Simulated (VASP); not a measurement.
# MoS2 (R3m) in VASP: notebook

The runs below take MoS2 through single point, with PBEsol.

Program: VASP 6.6.1. These are calculated values, not measurements. Logs are shortened: lines on timing, memory, paths and dates and some standing lists are left out, and cuts for length are marked.

## 1. The cell of the first run

It takes space group R3m (No. 160, trigonal). The conventional cell has a = 3.132 Å, b = 3.132 Å, c = 18.285 Å, α = 90.00°, β = 90.00°, γ = 120.00°. Mo (site symmetry 3m) has 6 S at 2.36 to 2.37 Å and 6 Mo at 3.13 Å within 3.2 Å. S (site symmetry 3m) has 3 Mo at 2.36 Å and 7 S at 3.05 to 3.13 Å within 3.2 Å. S (site symmetry 3m) has 3 Mo at 2.37 Å and 7 S at 3.05 to 3.13 Å within 3.2 Å.

## 2. Single point, PBEsol

The input, INCAR:

```
SYSTEM = MoS2
  PREC = Accurate
  ENCUT = 520
  EDIFF = 1E-6
  ISMEAR = 1
  SIGMA = 0.134
  LREAL = .False.
  LASPH = .True.
  NELM = 100
  ALGO = Normal
  ISIF = 2
  LWAVE = .False.
  LCHARG = .False.
  GGA = PS
  NBANDS = 20
```

The input, KPOINTS:

```
regular mesh
0
Gamma
  11 11 11
  0 0 0
```

The input, POSCAR:

```
MoS2
1.0
    1.5658288330      0.9040283037      6.0948400780
   -1.5658288330      0.9040283037      6.0948400780
    0.0000000000     -1.8080665176      6.0948400780
Mo S
1 2
Direct
    0.0000000000      0.0000000000      0.0000000000
    0.2500000000      0.2500000000      0.2500000000
    0.4170000000      0.4170000000      0.4170000000
```

Potentials or basis: VASP PAW PBE potentials, release 64 (Mo_sv, S).

Started as:

```
> cat potpaw_PBE.64/Mo_sv/POTCAR potpaw_PBE.64/S/POTCAR > POTCAR
> mpirun -np 1 vasp_std > vasp.out
```

OUTCAR:

```text
SYSTEM = MoS2
   PREC = Accurate
   ENCUT = 520
   EDIFF = 1E-6
   ISMEAR = 1
   LREAL = .False.
   LASPH = .True.
   NELM = 100
   ISIF = 2
   GGA = PS

 ion  position               nearest neighbor table
   1  0.000  0.000  0.000-   2 2.36   2 2.36   2 2.36   3 2.37   3 2.37   3 2.37
   2  0.250  0.250  0.250-   1 2.36   1 2.36   1 2.36
   3  0.417  0.417  0.417-   1 2.37   1 2.37   1 2.37

  LATTYP: Found a trigonal (rhomboedric) cell.
 ALAT       =     6.3573707368
 COS(alpha) =     0.8786713151

  Lattice vectors:

 A1 = (   1.5658288330,   0.9040283037,   6.0948400780)
 A2 = (  -1.5658288330,   0.9040283037,   6.0948400780)
 A3 = (   0.0000000000,  -1.8080665176,   6.0948400780)

Analysis of symmetry for initial positions (statically):
=====================================================================
 Subroutine PRICEL returns:
 Original cell was already a primitive cell.

 Routine SETGRP: Setting up the symmetry group for a
 trigonal (rhombohedral) supercell.

 Subroutine GETGRP returns: Found  6 space group operations
 (whereof  6 operations were pure point group operations)
 out of a pool of 12 trial point group operations.

The static configuration has the point symmetry C_3v.

Analysis of symmetry for dynamics (positions and initial velocities):
=====================================================================
 Subroutine PRICEL returns:
 Original cell was already a primitive cell.

 Routine SETGRP: Setting up the symmetry group for a
 trigonal (rhombohedral) supercell.

 Subroutine GETGRP returns: Found  6 space group operations
 (whereof  6 operations were pure point group operations)
 out of a pool of 12 trial point group operations.

The dynamic configuration has the point symmetry C_3v.

 Subroutine INISYM returns: Found  6 space group operations
 (whereof  6 operations are pure point group operations),
 and found     1 'primitive' translations

----------------------------------------------------------------------------------------

                                     Primitive cell

  volume of cell :      51.7656

  direct lattice vectors                    reciprocal lattice vectors
     1.565828833  0.904028304  6.094840078     0.319319704  0.184359336  0.054691171
    -1.565828833  0.904028304  6.094840078    -0.319319704  0.184359336  0.054691171
     0.000000000 -1.808066518  6.094840078     0.000000000 -0.368718672  0.054690871

  length of vectors
     6.357370737  6.357370737  6.357372107     0.372752683  0.372752683  0.372752666

  position of ions in fractional coordinates (direct lattice)
     0.000000000  0.000000000  0.000000000
     0.250000000  0.250000000  0.250000000
     0.417000000  0.417000000  0.417000000

  ion indices of the primitive-cell ions
   primitive index   ion index
                 1           1
                 2           2
                 3           3

----------------------------------------------------------------------------------------

 KPOINTS: regular mesh

Automatic generation of k-mesh.
 Grid dimensions read from file:
 generate k-points for:   11   11   11

 Generating k-lattice:

  Cartesian coordinates                     Fractional coordinates (reciprocal lattice)
     0.029029064  0.016759940  0.004971925     0.090909091 -0.000000000 -0.000000000
    -0.029029064  0.016759940  0.004971925    -0.000000000  0.090909091 -0.000000000
     0.000000000 -0.033519879  0.004971897     0.000000000  0.000000000  0.090909091

  Length of vectors
     0.033886608  0.033886608  0.033886606

  Shift w.r.t. Gamma in fractional coordinates (k-lattice)
     0.000000000  0.000000000  0.000000000

 Subroutine IBZKPT returns following result:
 ===========================================

 Found    146 irreducible k-points:

 Following reciprocal coordinates:
            Coordinates               Weight
  0.000000  0.000000  0.000000      1.000000
  0.090909 -0.000000  0.000000      6.000000
  0.181818  0.000000 -0.000000      6.000000
  0.272727 -0.000000 -0.000000      6.000000
  0.363636  0.000000 -0.000000      6.000000
  0.454545 -0.000000 -0.000000      6.000000
[... 16 lines left out ...]
 -0.272727  0.181818  0.000000     12.000000
 -0.181818  0.181818  0.000000      6.000000
 [... further k-points ...]
   k-points           NKPTS =    146   k-points in BZ     NKDIM =    146   number of bands    NBANDS=     20
   number of dos      NEDOS =    301   number of ions     NIONS =      3
   total plane-waves  NPLWV = 110592
   dimension x,y,z NGX =    48 NGY =   48 NGZ =   48
   dimension x,y,z NGXF=    96 NGYF=   96 NGZF=   96
   ions per type =               1   2
   NGX,Y,Z   is equivalent  to a cutoff of  12.55, 12.55, 12.55 a.u.
   NGXF,Y,Z  is equivalent  to a cutoff of  25.10, 25.10, 25.10 a.u.
 SYSTEM =  MoS2
   PREC   = accura    normal or accurate (medium, high low for compatibility)
   ISTART =      0    job   : 0-new  1-cont  2-samecut
   ICHARG =      2    charge: 1-file 2-atom 10-const
   ISPIN  =      1    spin polarized calculation?
   LNONCOLLINEAR =      F non collinear calculations
   LSORBIT =      F    spin-orbit coupling
   LASPH  =      T    aspherical Exc in radial PAW
   ENCUT  =  520.0 eV  38.22 Ry    6.18 a.u.  11.82 11.82 11.82*2*pi/ulx,y,z
   NELM   =    100;   NELMIN=  2; NELMDL= -5     # of ELM steps
   EDIFF  = 0.1E-05   stopping-criterion for ELM
   LREAL  =      F    real-space projection
   EDIFFG = 0.1E-04   stopping-criterion for IOM
   NSW    =      0    number of steps for IOM
   IBRION =     -1    ionic relax: 0-MD 1-quasi-New 2-CG
   NFREE  =      0    steps in history (QN), initial steepest desc. (CG)
   ISIF   =      2    stress and relaxation
   ISYM   =      2    0-nonsym 1-usesym 2-fastsym
   POTIM  = 0.5000    time-step for ionic-motion
   TEBEG  =    0.0;   TEEND  =   0.0 temperature during run
   PSTRESS=    0.0 pullay stress
   NELECT =      26.0000    total number of electrons
   NUPDOWN=      -1.0000    fix difference up-down
   EMIN   =  10.00;   EMAX   =-10.00  energy-range for DOS
   EFERMI =   0.00;   METHOD = LEGACY
   ISMEAR =     1;   SIGMA  =   0.13  broadening in eV -4-tet -1-fermi 0-gaus
   EFERMI_NEDOS =   21; number of points for ismear=-14 and -15
   IALGO  =     38    algorithm
   IMIX   =      4    mixing-type and parameters
     AMIX     =   0.40;   BMIX     =  1.00
     AMIX_MAG =   1.60;   BMIX_MAG =  1.00
  volume/ion in A,a.u.               =      17.26       116.44
  Fermi-wavevector in a.u.,A,eV,Ry     =   1.301324  2.459146 23.040708  1.693444
  Thomas-Fermi vector in A             =   2.432465
   LORBIT       =      0    0 simple, 1 ext, 2 COOP (PROOUT), +10 PAW based schemes
   GGA     = PS    functional components
   LHFCALC =     F    Hartree Fock is set to
   AEXX    =    0.0000 exact exchange contribution
   IVDW    =     0    specifies the selected vdW correction
   LEPSILON=     F    determine dielectric tensor
   LRPA    =     F    only Hartree local field effects (RPA)
 non-spin polarized calculation
 Methfessel and Paxton  Order N= 1 SIGMA  =   0.13
  energy-cutoff  :      520.00
  volume of cell :       51.77
 maximum number of plane-waves:      1412
   NGX = 23   NGY = 23   NGZ = 23

 number of electron      25.9999999 magnetization

 Free energy of the ion-electron system (eV)
  ---------------------------------------------------
  ext. energy  EPLUGINS =         0.00000000
  ---------------------------------------------------
  free energy    TOTEN  =       -23.42136906 eV

  energy without entropy =      -23.42140099  energy(sigma->0) =      -23.42137971

 E-fermi :   8.0497     XC(G=0): -11.1374

 val. band max:        7.9566093776   @ k =   0.4545   0.4545   0.4545
 cond. band min:       8.8336696889   @ k =  -0.1818   0.1818   0.0000
 fundamental gap:      0.8770603113
 Fermi energy:         8.0496730522

 k-point     1 :       0.0000    0.0000    0.0000
  band No.  band energies     occupation
      1     -53.5199      2.00000
      2     -27.7534      2.00000
      3     -27.4824      2.00000
      4     -27.4824      2.00000
      5      -7.3686      2.00000
      6      -5.5293      2.00000
[... 12 lines left out ...]
     19      16.0761      0.00000
     20      16.4155      0.00000

 k-point     2 :       0.0909   -0.0000    0.0000
  band No.  band energies     occupation
      1     -53.5161      2.00000
      2     -27.7460      2.00000
      3     -27.5198      2.00000
      4     -27.4908      2.00000
      5      -7.2324      2.00000
      6      -5.4910      2.00000
[... 12 lines left out ...]
     19      16.4495      0.00000
     20      16.6587      0.00000

 k-point     3 :       0.1818    0.0000   -0.0000
  band No.  band energies     occupation
      1     -53.5059      2.00000
      2     -27.7259      2.00000
      3     -27.6191      2.00000
      4     -27.5132      2.00000
      5      -6.8481      2.00000
      6      -5.3826      2.00000
[... 12 lines left out ...]
     19      16.5489      0.00000
     20      17.0296      0.00000

 k-point     4 :       0.2727   -0.0000   -0.0000
  band No.  band energies     occupation
      1     -53.4925      2.00000
      2     -27.7470      2.00000
      3     -27.6995      2.00000
      4     -27.5425      2.00000
      5      -6.2901      2.00000
      6      -5.2265      2.00000
[... 12 lines left out ...]
     19      15.9370      0.00000
     20      16.6285      0.00000

 k-point     5 :       0.3636    0.0000   -0.0000
  band No.  band energies     occupation
      1     -53.4801      2.00000
      2     -27.8623      2.00000
      3     -27.6751      2.00000
      4     -27.5692      2.00000
      5      -5.6956      2.00000
      6      -5.0667      2.00000
[... 12 lines left out ...]
     19      15.0638      0.00000
     20      15.5838      0.00000
[... 353 lines left out ...]
      6      -4.8974      2.00000
[... 12 lines left out ...]
     19      16.3089      0.00000
     20      16.7249      0.00000

 k-point    22 :      -0.3636    0.1818    0.0000
  band No.  band energies     occupation
      1     -53.4694      2.00000
      2     -27.8900      2.00000
      3     -27.6665      2.00000
      4     -27.6539      2.00000
      5      -5.1076      2.00000
      6      -4.8820      2.00000
[... 12 lines left out ...]
     19      16.1786      0.00000
     20      16.8089      0.00000

 k-point    23 :      -0.2727    0.1818    0.0000
  band No.  band energies     occupation
      1     -53.4756      2.00000
      2     -27.8499      2.00000
      3     -27.6661      2.00000
      4     -27.6358      2.00000
      5      -5.4784      2.00000
      6      -4.9679      2.00000
[... 12 lines left out ...]
     19      15.9509      0.00000
     20      16.8578      0.00000

 k-point    24 :      -0.1818    0.1818    0.0000
  band No.  band energies     occupation
      1     -53.4860      2.00000
      2     -27.7787      2.00000
      3     -27.6867      2.00000
      4     -27.5869      2.00000
      5      -6.0091      2.00000
      6      -5.1168      2.00000
[... 12 lines left out ...]
     19      16.2321      0.00000
     20      17.0877      0.00000

 [... further k-points ...]

------------------------ aborting loop because EDIFF is reached ----------------------------------------

  FORCE on cell =-STRESS in cart. coord.  units (eV):
  Direction    XX          YY          ZZ          XY          YZ          ZX
  --------------------------------------------------------------------------------------
  -------------------------------------------------------------------------------------
  Total        1.1764962      1.1764959      2.2976854      0.0000000     -0.0000012     -0.0000000
  in kB       36.4132658     36.4132584     71.1147502      0.0000000     -0.0000385     -0.0000000
  external PRESSURE =      47.9804248 kB  Pullay stress =       0.0000000 kB

 VOLUME and BASIS-vectors are now :
 -----------------------------------------------------------------------------
  energy-cutoff  :      520.00
  volume of cell :       51.77
      direct lattice vectors                 reciprocal lattice vectors
     1.565828833  0.904028304  6.094840078     0.319319704  0.184359336  0.054691171
    -1.565828833  0.904028304  6.094840078    -0.319319704  0.184359336  0.054691171
     0.000000000 -1.808066518  6.094840078     0.000000000 -0.368718672  0.054690871

 POSITION                                       TOTAL-FORCE (eV/Angst)
 -----------------------------------------------------------------------------------
      0.00000      0.00000      0.00000         0.000000     -0.000000      0.091285
      0.00000     -0.00000      4.57113         0.000000      0.000000     -0.739917
      0.00000     -0.00000      7.62464         0.000000     -0.000000      0.648632
 -----------------------------------------------------------------------------------
    total drift:                                0.000000     -0.000003      0.000110

  FREE ENERGIE OF THE ION-ELECTRON SYSTEM (eV)
  ---------------------------------------------------
  free  energy   TOTEN  =       -23.4213690613 eV

  energy  without entropy=      -23.4214009926  energy(sigma->0) =      -23.42137971
```

It took 3.5 min on 1 thread of Intel Xeon 6975P-C (Granite Rapids), shared host; peak memory 0.39 GiB.

What came out:

| Quantity | Value |
| --- | --- |
| Free energy | -23.4214 eV |
| Pressure | 4.8 GPa |
| Largest force | 0.740 eV/Å |
| Band gap on the k mesh | 0.88 eV (least direct gap 1.97 eV) |

Forces on the atoms (eV/Å):
```
Mo   0.000  0.000  0.091
S    0.000  0.000 -0.740
S    0.000  0.000  0.649
```

Stress tensor (GPa, compression positive):
```
3.64 0.00 0.00
0.00 3.64 0.00
0.00 0.00 7.11
```

Caveat: the cell stands under pressure; the PAW data sets were made with another functional, which shifts forces and pressure a little; an odd mesh through Γ misses points on the zone boundary, where band edges can lie.

(Part 1 of 2 ends here.)
